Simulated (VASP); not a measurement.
# C2SH6 in VASP: single point with PBE+D3(BJ)

Aim: the single point of C2SH6 with PBE+D3(BJ).

Program: VASP 6.6.1. These are calculated values, not measurements. Logs are shortened: lines on timing, memory, paths and dates and some standing lists are left out, and cuts for length are marked.

**1. The cell of the first run**

The cell holds a molecule in a box, 9 atoms: a = 15.420 Å, b = 14.500 Å, c = 15.000 Å, α = 90.00°, β = 90.00°, γ = 90.00°.

**2. Single point, PBE+D3(BJ)**

The input, INCAR:

```
SYSTEM = H6C2S
ALGO = Normal
EDIFF = 1E-6
ENCUT = 520
GGA = PE
ISIF = 2
ISMEAR = 0
ISYM = 0
IVDW = 12
LASPH = .True.
LCHARG = .True.
LELF = .True.
LREAL = .False.
LVHAR = .True.
LWAVE = .False.
NBANDS = 20
NELM = 80
PREC = Accurate
SIGMA = 0.005
```

The input, KPOINTS:

```
k-points
0
Gamma
  1 1 1
  0 0 0
```

The input, POSCAR:

```
H6C2S
1.0
   15.4196236952      0.0000000000      0.0000000000
    0.0000000000     14.5000000000      0.0000000000
    0.0000000000      0.0000000000     15.0000000000
C S H
2 1 6
Direct
    0.5843427277      0.5422611194      0.5140883482
    0.4130564441      0.4966253957      0.4848605213
    0.5012312328      0.5563302253      0.4299752198
    0.5985719912      0.4690354430      0.5256624116
    0.6429820694      0.5761294168      0.4888829707
    0.5652688093      0.5751680348      0.5770322959
    0.4293953421      0.4239621530      0.4967953575
    0.3569599297      0.4999231149      0.4400794759
    0.3961125631      0.5301022296      0.5481673020
```

Potentials or basis: VASP PAW PBE potentials, release 64 (C, S, H).

The run is started by

```console
cat potpaw_PBE.64/C/POTCAR potpaw_PBE.64/S/POTCAR potpaw_PBE.64/H/POTCAR > POTCAR
mpirun -np 1 vasp_gam > vasp.out
```

OUTCAR:

```text
SYSTEM = H6C2S
   EDIFF = 1E-6
   ENCUT = 520
   GGA = PE
   ISIF = 2
   ISMEAR = 0
   ISYM = 0
   IVDW = 12
   LASPH = .True.
   LREAL = .False.
   NELM = 80
   PREC = Accurate
 IVDW          = 12

 ion  position               nearest neighbor table
   1  0.584  0.542  0.514-   5 1.10   6 1.10   4 1.10   3 1.81
   2  0.413  0.497  0.485-   8 1.10   9 1.10   7 1.10   3 1.81
   3  0.501  0.556  0.430-   2 1.81   1 1.81
   4  0.599  0.469  0.526-   1 1.10
   5  0.643  0.576  0.489-   1 1.10
   6  0.565  0.575  0.577-   1 1.10
   7  0.429  0.424  0.497-   2 1.10
   8  0.357  0.500  0.440-   2 1.10
   9  0.396  0.530  0.548-   2 1.10

IMPORTANT INFORMATION: All symmetrisations will be switched off!
NOSYMM: (Re-)initialisation of all symmetry stuff for point group C_1.

----------------------------------------------------------------------------------------

                                     Primitive cell

  volume of cell :    3353.7682

  direct lattice vectors                    reciprocal lattice vectors
    15.419623695  0.000000000  0.000000000     0.064852426  0.000000000  0.000000000
     0.000000000 14.500000000  0.000000000     0.000000000  0.068965517  0.000000000
     0.000000000  0.000000000 15.000000000     0.000000000  0.000000000  0.066666667

  length of vectors
    15.419623695 14.500000000 15.000000000     0.064852426  0.068965517  0.066666667

  position of ions in fractional coordinates (direct lattice)
     0.584342728  0.542261119  0.514088348
     0.413056444  0.496625396  0.484860521
     0.501231233  0.556330225  0.429975220
     0.598571991  0.469035443  0.525662412
     0.642982069  0.576129417  0.488882971
     0.565268809  0.575168035  0.577032296
     0.429395342  0.423962153  0.496795357
     0.356959930  0.499923115  0.440079476
     0.396112563  0.530102230  0.548167302

  ion indices of the primitive-cell ions
   primitive index   ion index
                 1           1
                 2           2
                 3           3
                 4           4
                 5           5
                 6           6
                 7           7
                 8           8
                 9           9

----------------------------------------------------------------------------------------

 KPOINTS: k-points

Automatic generation of k-mesh.
 Grid dimensions read from file:
 generate k-points for:    1    1    1

 Generating k-lattice:

  Cartesian coordinates                     Fractional coordinates (reciprocal lattice)
     0.064852426  0.000000000  0.000000000     1.000000000  0.000000000  0.000000000
     0.000000000  0.068965517  0.000000000     0.000000000  1.000000000  0.000000000
     0.000000000  0.000000000  0.066666667     0.000000000  0.000000000  1.000000000

  Length of vectors
     0.064852426  0.068965517  0.066666667

  Shift w.r.t. Gamma in fractional coordinates (k-lattice)
     0.000000000  0.000000000  0.000000000

 Subroutine IBZKPT returns following result:
 ===========================================

 Found      1 irreducible k-points:

 Following reciprocal coordinates:
            Coordinates               Weight
  0.000000  0.000000  0.000000      1.000000
   k-points           NKPTS =      1   k-points in BZ     NKDIM =      1   number of bands    NBANDS=     20
   number of dos      NEDOS =    301   number of ions     NIONS =      9
   total plane-waves  NPLWV = ******
   dimension x,y,z NGX =   120 NGY =  108 NGZ =  112
   dimension x,y,z NGXF=   240 NGYF=  216 NGZF=  224
   ions per type =               2   1   6
   NGX,Y,Z   is equivalent  to a cutoff of  12.94, 12.38, 12.41 a.u.
   NGXF,Y,Z  is equivalent  to a cutoff of  25.88, 24.76, 24.83 a.u.
 SYSTEM =  H6C2S
   PREC   = accura    normal or accurate (medium, high low for compatibility)
   ISTART =      0    job   : 0-new  1-cont  2-samecut
   ICHARG =      2    charge: 1-file 2-atom 10-const
   ISPIN  =      1    spin polarized calculation?
   LNONCOLLINEAR =      F non collinear calculations
   LSORBIT =      F    spin-orbit coupling
   LASPH  =      T    aspherical Exc in radial PAW
   ENCUT  =  520.0 eV  38.22 Ry    6.18 a.u.  28.67 26.96 27.89*2*pi/ulx,y,z
   NELM   =     80;   NELMIN=  2; NELMDL= -5     # of ELM steps
   EDIFF  = 0.1E-05   stopping-criterion for ELM
   LREAL  =      F    real-space projection
   EDIFFG = 0.1E-04   stopping-criterion for IOM
   NSW    =      0    number of steps for IOM
   IBRION =     -1    ionic relax: 0-MD 1-quasi-New 2-CG
   NFREE  =      0    steps in history (QN), initial steepest desc. (CG)
   ISIF   =      2    stress and relaxation
   ISYM   =      0    0-nonsym 1-usesym 2-fastsym
   POTIM  = 0.5000    time-step for ionic-motion
   TEBEG  =    0.0;   TEEND  =   0.0 temperature during run
   PSTRESS=    0.0 pullay stress
   NELECT =      20.0000    total number of electrons
   NUPDOWN=      -1.0000    fix difference up-down
   EMIN   =  10.00;   EMAX   =-10.00  energy-range for DOS
   EFERMI =   0.00;   METHOD = LEGACY
   ISMEAR =     0;   SIGMA  =   0.01  broadening in eV -4-tet -1-fermi 0-gaus
   EFERMI_NEDOS =   21; number of points for ismear=-14 and -15
   IALGO  =     38    algorithm
   IMIX   =      4    mixing-type and parameters
     AMIX     =   0.40;   BMIX     =  1.00
     AMIX_MAG =   1.60;   BMIX_MAG =  1.00
  volume/ion in A,a.u.               =     372.64      2514.70
  Fermi-wavevector in a.u.,A,eV,Ry     =   0.296875  0.561013  1.199147  0.088135
  Thomas-Fermi vector in A             =   1.161825
   LORBIT       =      0    0 simple, 1 ext, 2 COOP (PROOUT), +10 PAW based schemes
   GGA     = PE    functional components
   LHFCALC =     F    Hartree Fock is set to
   AEXX    =    0.0000 exact exchange contribution
   IVDW    =    12    specifies the selected vdW correction
   LEPSILON=     F    determine dielectric tensor
   LRPA    =     F    only Hartree local field effects (RPA)
 non-spin polarized calculation
 Gauss-broadening in eV      SIGMA  =   0.01
  energy-cutoff  :      520.00
  volume of cell :     3353.77
 maximum number of plane-waves:     45130
 NGX is ok and might be reduce to   120
   NGX = 57   NGY = 53   NGZ = 55

 number of electron      20.0000002 magnetization

 Free energy of the ion-electron system (eV)
  ---------------------------------------------------
  ext. energy  EPLUGINS =         0.00000000
  ---------------------------------------------------
  free energy    TOTEN  =       -44.18987212 eV

  energy without entropy =      -44.18987212  energy(sigma->0) =      -44.18987212

 E-fermi :  -4.9271     XC(G=0):  -0.4330

 val. band max:       -4.9655059808   @ k =   0.0000   0.0000   0.0000
 cond. band min:      -0.4962972308   @ k =   0.0000   0.0000   0.0000
 fundamental gap:      4.4692087500
 Fermi energy:        -4.9271268903

 k-point     1 :       0.0000    0.0000    0.0000
  band No.  band energies     occupation
      1     -19.6558      2.00000
      2     -17.2377      2.00000
      3     -14.5684      2.00000
      4     -10.6316      2.00000
      5     -10.5467      2.00000
      6     -10.2483      2.00000
      7      -9.7298      2.00000
      8      -8.7037      2.00000
      9      -7.4995      2.00000
     10      -4.9655      2.00000
     11      -0.4963      0.00000
     12      -0.3452      0.00000
     13       0.1825      0.00000
     14       0.3274      0.00000
     15       0.3565      0.00000
     16       0.4940      0.00000
     17       0.6678      0.00000
     18       0.7167      0.00000
     19       0.9015      0.00000
     20       0.9582      0.00000

------------------------ aborting loop because EDIFF is reached ----------------------------------------

 Edisp (eV)   -0.15679

 E8    (eV) :    -0.0477

  FORCE on cell =-STRESS in cart. coord.  units (eV):
  Direction    XX          YY          ZZ          XY          YZ          ZX
  --------------------------------------------------------------------------------------
  -------------------------------------------------------------------------------------
  Total      -0.18785    -0.08329    -0.15290    -0.03714     0.04391    -0.01990
  in kB      -0.08974    -0.03979    -0.07304    -0.01774     0.02098    -0.00951
  external pressure =       -0.07 kB  Pullay stress =        0.00 kB

 VOLUME and BASIS-vectors are now :
 -----------------------------------------------------------------------------
  energy-cutoff  :      520.00
  volume of cell :     3353.77
      direct lattice vectors                 reciprocal lattice vectors
    15.419623695  0.000000000  0.000000000     0.064852426  0.000000000  0.000000000
     0.000000000 14.500000000  0.000000000     0.000000000  0.068965517  0.000000000
     0.000000000  0.000000000 15.000000000     0.000000000  0.000000000  0.066666667

 POSITION                                       TOTAL-FORCE (eV/Angst)
 -----------------------------------------------------------------------------------
      9.01034      7.86279      7.71133        -0.065079      0.008939     -0.062069
      6.36917      7.20107      7.27291         0.068929      0.042383     -0.039415
      7.72880      8.06679      6.44963        -0.002992     -0.040270      0.079344
      9.22975      6.80101      7.88494         0.004092     -0.019394      0.002620
      9.91454      8.35388      7.33324         0.021771      0.009868     -0.005565
      8.71623      8.33994      8.65548        -0.005808      0.009372      0.017583
      6.62111      6.14745      7.45193         0.004934     -0.019536      0.002912
      5.50419      7.24889      6.60119        -0.020920     -0.000658     -0.012735
      6.10791      7.68648      8.22251        -0.004927      0.009295      0.017326
 -----------------------------------------------------------------------------------
    total drift:                                0.000379      0.000192      0.000028

  FREE ENERGIE OF THE ION-ELECTRON SYSTEM (eV)
  ---------------------------------------------------
  free  energy   TOTEN  =       -44.3466572720 eV

  energy  without entropy=      -44.3466572720  energy(sigma->0) =      -44.34665727
```

Wall time 4.7 min (1 thread of Intel Xeon Platinum 8488C (Sapphire Rapids), shared host); peak memory 2 GiB.

What came out:

* Free energy: -44.3467 eV
* Largest force: 0.090 eV/Å
* Gap between the frontier levels: 4.47 eV
* Dispersion energy per atom: -0.017 eV

Forces in eV/Å, atoms in the order of the input:
```
C   -0.065  0.009 -0.062
C    0.069  0.042 -0.039
S   -0.003 -0.040  0.079
H    0.004 -0.019  0.003
H    0.022  0.010 -0.006
H   -0.006  0.009  0.018
H    0.005 -0.020  0.003
H   -0.021 -0.001 -0.013
H   -0.005  0.009  0.017
```
